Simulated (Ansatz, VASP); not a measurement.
K in VASP and in Ansatz

```xyz
1
Lattice="-2.6180 2.6180 2.6180 2.6180 -2.6180 2.6180 2.6180 2.6180 -2.6180" Properties=species:S:1:pos:R:3 pbc="T T T"
K     0.0000    0.0000    0.0000
```

Alike in both runs: task single point; functional PBE; k mesh 6 × 6 × 6; no spin polarisation.

|  | VASP | Ansatz |
| --- | --- | --- |
| version | VASP 6.6.1 | Ansatz 0.2.0 |
| potentials or method | VASP PAW PBE potentials, release 64 (K_sv), cutoff 520 eV | scalar-relativistic, plane waves, PAW |
| occupations | gaussian, width 0.272114 eV | gaussian |
| valence electrons in the cell | 9 | 9 |

|  | VASP | Ansatz | Ansatz less VASP |
| --- | --- | --- | --- |
| gap on the k mesh at the Fermi level (eV) | none | none | - |
| pressure (GPa) | 0.1 | 0.1 | +0.01 |

A gap of «none» marks a metal or a gap that the smearing closes.
